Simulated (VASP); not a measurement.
# Cu in VASP: further runs

The runs below take Cu through single point, relaxation of cell and atoms, with LDA, BLYP+D3(BJ), PBEsol+D3(BJ).

Everything below comes from runs of VASP 6.6.1. Logs are shortened: lines on timing, memory, paths and dates and some standing lists are left out, and cuts for length are marked.

### 1 The cell of the first run

The typed cell holds 1 atom: a = 2.423 Å, b = 2.423 Å, c = 2.420 Å, α = 108.12°, β = 108.12°, γ = 112.11°.

### 2 Single point, LDA

File INCAR:

```
ALGO = Normal
EDIFF = 1E-6
ENCUT = 520
GGA = CA
ISIF = 2
ISMEAR = -1
ISYM = 0
LASPH = True
LCHARG = True
LELF = True
LREAL = False
LVHAR = True
LWAVE = False
NBANDS = 12
NELM = 80
PREC = Accurate
SIGMA = 0.15
```

File KPOINTS:

```
k-points
0
Gamma
  15 15 14
```

File POSCAR:

```
Cu
1.0
    2.4232903736     -0.0021113884      0.0016348154
   -0.9100372916      2.2459236008      0.0016348154
   -0.7552712401     -1.1198965013      2.0084234223
Cu
1
Direct
    0.0000000000      0.0000000000      0.0000000000
```

Potentials or basis: VASP PAW LDA potentials, release 64 (Cu).

Started as:

```sh
$ cat potpaw_LDA.64/Cu/POTCAR > POTCAR
$ mpirun -np 1 vasp_std > vasp.out
```

OUTCAR:

```text
EDIFF = 1E-6
   ENCUT = 520
   GGA = CA
   ISIF = 2
   ISMEAR = -1
   ISYM = 0
   LASPH = True
   LREAL = False
   NELM = 80
   PREC = Accurate

 ion  position               nearest neighbor table
   1  0.000  0.000  0.000-

IMPORTANT INFORMATION: All symmetrisations will be switched off!
NOSYMM: (Re-)initialisation of all symmetry stuff for point group C_1.

----------------------------------------------------------------------------------------

                                     Primitive cell

  volume of cell :      10.9359

  direct lattice vectors                    reciprocal lattice vectors
     2.423290374 -0.002111388  0.001634815     0.412640071  0.167019003  0.248303804
    -0.910037292  2.245923601  0.001634815     0.000220351  0.445159664  0.248303804
    -0.755271240 -1.119896501  2.008423422    -0.000336060 -0.000498301  0.497498748

  length of vectors
     2.423291845  2.423291845  2.420406466     0.509727333  0.509727333  0.497499111

  position of ions in fractional coordinates (direct lattice)
     0.000000000  0.000000000  0.000000000

  ion indices of the primitive-cell ions
   primitive index   ion index
                 1           1

----------------------------------------------------------------------------------------

 KPOINTS: k-points

Automatic generation of k-mesh.
 Grid dimensions read from file:
 generate k-points for:   15   15   14

 Generating k-lattice:

  Cartesian coordinates                     Fractional coordinates (reciprocal lattice)
     0.027509338  0.011134600  0.016553587     0.066666667 -0.000000000  0.000000000
     0.000014690  0.029677311  0.016553587    -0.000000000  0.066666667  0.000000000
    -0.000024004 -0.000035593  0.035535625     0.000000000 -0.000000000  0.071428571

  Length of vectors
     0.033981822  0.033981822  0.035535651

  Shift w.r.t. Gamma in fractional coordinates (k-lattice)
     0.000000000  0.000000000  0.000000000

 Subroutine IBZKPT returns following result:
 ===========================================

 Found   1576 irreducible k-points:

 Following reciprocal coordinates:
            Coordinates               Weight
  0.000000  0.000000  0.000000      1.000000
  0.066667 -0.000000  0.000000      2.000000
  0.000000 -0.066667 -0.000000      2.000000
  0.133333 -0.000000  0.000000      2.000000
  0.000000 -0.133333 -0.000000      2.000000
  0.200000 -0.000000  0.000000      2.000000
[... 16 lines left out ...]
  0.333333  0.066667  0.000000      2.000000
 -0.066667 -0.333333 -0.000000      2.000000
 [... further k-points ...]
   k-points           NKPTS =   1576   k-points in BZ     NKDIM =   1576   number of bands    NBANDS=     12
   number of dos      NEDOS =    301   number of ions     NIONS =      1
   total plane-waves  NPLWV =   5832
   dimension x,y,z NGX =    18 NGY =   18 NGZ =   18
   dimension x,y,z NGXF=    36 NGYF=   36 NGZF=   36
   ions per type =               1
   NGX,Y,Z   is equivalent  to a cutoff of  12.35, 12.35, 12.36 a.u.
   NGXF,Y,Z  is equivalent  to a cutoff of  24.70, 24.70, 24.73 a.u.
 SYSTEM =  unknown system
   PREC   = accura    normal or accurate (medium, high low for compatibility)
   ISTART =      0    job   : 0-new  1-cont  2-samecut
   ICHARG =      2    charge: 1-file 2-atom 10-const
   ISPIN  =      1    spin polarized calculation?
   LNONCOLLINEAR =      F non collinear calculations
   LSORBIT =      F    spin-orbit coupling
   LASPH  =      T    aspherical Exc in radial PAW
   ENCUT  =  520.0 eV  38.22 Ry    6.18 a.u.   4.51  4.51  4.50*2*pi/ulx,y,z
   NELM   =     80;   NELMIN=  2; NELMDL= -5     # of ELM steps
   EDIFF  = 0.1E-05   stopping-criterion for ELM
   LREAL  =      F    real-space projection
   EDIFFG = 0.1E-04   stopping-criterion for IOM
   NSW    =      0    number of steps for IOM
   IBRION =     -1    ionic relax: 0-MD 1-quasi-New 2-CG
   NFREE  =      0    steps in history (QN), initial steepest desc. (CG)
   ISIF   =      2    stress and relaxation
   ISYM   =      0    0-nonsym 1-usesym 2-fastsym
   POTIM  = 0.5000    time-step for ionic-motion
   TEBEG  =    0.0;   TEEND  =   0.0 temperature during run
   PSTRESS=    0.0 pullay stress
   NELECT =      11.0000    total number of electrons
   NUPDOWN=      -1.0000    fix difference up-down
   EMIN   =  10.00;   EMAX   =-10.00  energy-range for DOS
   EFERMI =   0.00;   METHOD = LEGACY
   ISMEAR =    -1;   SIGMA  =   0.15  broadening in eV -4-tet -1-fermi 0-gaus
   EFERMI_NEDOS =   21; number of points for ismear=-14 and -15
   IALGO  =     38    algorithm
   IMIX   =      4    mixing-type and parameters
     AMIX     =   0.40;   BMIX     =  1.00
     AMIX_MAG =   1.60;   BMIX_MAG =  1.00
  volume/ion in A,a.u.               =      10.94        73.80
  Fermi-wavevector in a.u.,A,eV,Ry     =   1.640290  3.099699 36.607182  2.690552
  Thomas-Fermi vector in A             =   2.730953
   LORBIT       =      0    0 simple, 1 ext, 2 COOP (PROOUT), +10 PAW based schemes
   GGA     = CA    functional components
   LHFCALC =     F    Hartree Fock is set to
   AEXX    =    0.0000 exact exchange contribution
   IVDW    =     0    specifies the selected vdW correction
   LEPSILON=     F    determine dielectric tensor
   LRPA    =     F    only Hartree local field effects (RPA)
 non-spin polarized calculation
  energy-cutoff  :      520.00
  volume of cell :       10.94
 maximum number of plane-waves:       313
 NGX is ok and might be reduce to    18
   NGX =  9   NGY =  9   NGZ =  9

 number of electron      11.0000007 magnetization

 Free energy of the ion-electron system (eV)
  ---------------------------------------------------
  ext. energy  EPLUGINS =         0.00000000
  ---------------------------------------------------
  free energy    TOTEN  =        -4.68000495 eV

  energy without entropy =       -4.65858004  energy(sigma->0) =       -4.66929250

 E-fermi :   8.3326     XC(G=0): -13.5598

 val. band max:        8.3323881240   @ k =  -0.0667  -0.1333   0.5000
 cond. band min:       8.3327505940   @ k =   0.1333  -0.0000   0.5000
 fundamental gap:      0.0003624700
 Fermi energy:         8.3326129188

 k-point     1 :       0.0000    0.0000    0.0000
  band No.  band energies     occupation
      1      -1.6003      2.00000
      2       4.7961      2.00000
      3       5.0174      2.00000
      4       5.0190      2.00000
      5       5.9605      2.00000
      6       6.1954      2.00000
      7      33.7069      0.00000
      8      33.7114      0.00000
      9      35.0341      0.00000
     10      38.0687      0.00000
     11      38.1494      0.00000
     12      38.1512      0.00000

 k-point     2 :       0.0667   -0.0000    0.0000
  band No.  band energies     occupation
      1      -1.4164      2.00000
      2       4.8016      2.00000
      3       5.0124      2.00000
      4       5.0484      2.00000
      5       5.9613      2.00000
      6       6.1677      2.00000
      7      32.5857      0.00000
      8      33.2811      0.00000
      9      33.7966      0.00000
     10      36.1291      0.00000
     11      36.6665      0.00000
     12      37.3000      0.00000

 k-point     3 :       0.0000   -0.0667   -0.0000
  band No.  band energies     occupation
      1      -1.4164      2.00000
      2       4.8016      2.00000
      3       5.0124      2.00000
      4       5.0484      2.00000
      5       5.9613      2.00000
      6       6.1677      2.00000
      7      32.5857      0.00000
      8      33.2811      0.00000
      9      33.7966      0.00000
     10      36.1291      0.00000
     11      36.6665      0.00000
     12      37.3000      0.00000

 k-point     4 :       0.1333   -0.0000    0.0000
  band No.  band energies     occupation
      1      -0.8749      2.00000
      2       4.7353      2.00000
      3       4.9839      2.00000
      4       5.2216      2.00000
      5       5.9619      2.00000
      6       6.1153      2.00000
      7      29.3371      0.00000
      8      31.9825      0.00000
      9      32.3648      0.00000
     10      33.9178      0.00000
     11      35.4891      0.00000
     12      37.4328      0.00000

 k-point     5 :       0.0000   -0.1333   -0.0000
  band No.  band energies     occupation
      1      -0.8749      2.00000
      2       4.7353      2.00000
      3       4.9839      2.00000
      4       5.2216      2.00000
      5       5.9619      2.00000
      6       6.1153      2.00000
      7      29.3371      0.00000
      8      31.9825      0.00000
      9      32.3648      0.00000
     10      33.9178      0.00000
     11      35.4891      0.00000
     12      37.4328      0.00000

 k-point     6 :       0.2000   -0.0000    0.0000
  band No.  band energies     occupation
      1      -0.0145      2.00000
      2       4.5905      2.00000
      3       4.9250      2.00000
      4       5.5396      2.00000
      5       5.9645      2.00000
      6       6.0989      2.00000
      7      25.6382      0.00000
      8      30.2274      0.00000
      9      31.0929      0.00000
     10      32.2525      0.00000
     11      34.6466      0.00000
     12      38.3808      0.00000

 k-point     7 :       0.0000   -0.2000   -0.0000
  band No.  band energies     occupation
      1      -0.0145      2.00000
      2       4.5905      2.00000
      3       4.9250      2.00000
      4       5.5396      2.00000
      5       5.9645      2.00000
      6       6.0989      2.00000
      7      25.6382      0.00000
      8      30.2274      0.00000
      9      31.0929      0.00000
     10      32.2525      0.00000
     11      34.6466      0.00000
     12      38.3808      0.00000

 k-point     8 :       0.2667   -0.0000    0.0000
  band No.  band energies     occupation
      1       1.0624      2.00000
      2       4.4171      2.00000
      3       4.9161      2.00000
      4       5.9382      2.00000
      5       5.9873      2.00000
      6       6.1330      2.00000
      7      22.0300      0.00000
      8      28.6770      0.00000
      9      29.4526      0.00000
     10      31.3692      0.00000
     11      34.1099      0.00000
     12      39.7746      0.00000
[... 166 lines left out ...]
 k-point    20 :      -0.0667   -0.2000   -0.0000
  band No.  band energies     occupation
      1       0.6522      2.00000
      2       4.5114      2.00000
      3       4.8252      2.00000
      4       5.8145      2.00000
      5       5.9491      2.00000
      6       6.1535      2.00000
      7      23.8161      0.00000
      8      27.9626      0.00000
      9      29.6256      0.00000
     10      32.7991      0.00000
     11      35.3773      0.00000
     12      37.8130      0.00000

 k-point    21 :       0.2667    0.0667    0.0000
  band No.  band energies     occupation
      1       1.7404      2.00000
      2       4.3397      2.00000
      3       4.8985      2.00000
      4       5.9556      2.00000
      5       6.2329      2.00000
      6       6.2793      2.00000
      7      20.3261      0.00000
      8      26.6169      0.00000
      9      28.1581      0.00000
     10      32.1109      0.00000
     11      34.9484      0.00000
     12      39.0221      0.00000

 k-point    22 :      -0.0667   -0.2667    0.0000
  band No.  band energies     occupation
      1       1.7404      2.00000
      2       4.3397      2.00000
      3       4.8985      2.00000
      4       5.9556      2.00000
      5       6.2329      2.00000
      6       6.2793      2.00000
      7      20.3261      0.00000
      8      26.6169      0.00000
      9      28.1581      0.00000
     10      32.1109      0.00000
     11      34.9484      0.00000
     12      39.0221      0.00000

 k-point    23 :       0.3333    0.0667    0.0000
  band No.  band energies     occupation
      1       2.5458      2.00000
      2       4.1923      2.00000
      3       5.3707      2.00000
      4       6.0234      2.00000
      5       6.3272      2.00000
      6       6.8082      1.99992
      7      17.1443      0.00000
      8      25.5504      0.00000
      9      27.0480      0.00000
     10      31.6387      0.00000
     11      34.7276      0.00000
     12      40.3260      0.00000

 k-point    24 :      -0.0667   -0.3333   -0.0000
  band No.  band energies     occupation
      1       2.5458      2.00000
      2       4.1923      2.00000
      3       5.3707      2.00000
      4       6.0234      2.00000
      5       6.3272      2.00000
      6       6.8082      1.99992
      7      17.1443      0.00000
      8      25.5504      0.00000
      9      27.0480      0.00000
     10      31.6387      0.00000
     11      34.7276      0.00000
     12      40.3260      0.00000

 [... further k-points ...]
[... 5 lines left out ...]
  --------------------------------------------------------------------------------------
  -------------------------------------------------------------------------------------
  Total        0.0582936      0.0586106      0.0611433      0.0003919     -0.0002109     -0.0001422
  in kB        8.5403610      8.5868061      8.9578688      0.0574224     -0.0308934     -0.0208333
  external PRESSURE =       8.6950120 kB  Pullay stress =       0.0000000 kB

 VOLUME and BASIS-vectors are now :
 -----------------------------------------------------------------------------
  energy-cutoff  :      520.00
  volume of cell :       10.94
      direct lattice vectors                 reciprocal lattice vectors
     2.423290374 -0.002111388  0.001634815     0.412640071  0.167019003  0.248303804
    -0.910037292  2.245923601  0.001634815     0.000220351  0.445159664  0.248303804
    -0.755271240 -1.119896501  2.008423422    -0.000336060 -0.000498301  0.497498748

 POSITION                                       TOTAL-FORCE (eV/Angst)
 -----------------------------------------------------------------------------------
      0.00000      0.00000      0.00000        -0.000000      0.000000     -0.000000
 -----------------------------------------------------------------------------------
    total drift:                               -0.000000      0.000000     -0.000000

  FREE ENERGIE OF THE ION-ELECTRON SYSTEM (eV)
  ---------------------------------------------------
  free  energy   TOTEN  =        -4.6800049549 eV

  energy  without entropy=       -4.6585800370  energy(sigma->0) =       -4.66929250
```

It took 61 s on 1 thread of Intel Xeon 6975P-C (Granite Rapids), shared host; peak memory 0.29 GiB.

What came out:

```
Free energy : -4.6800 eV
Pressure    : 0.9 GPa
```

(Part 1 of 2 ends here.)
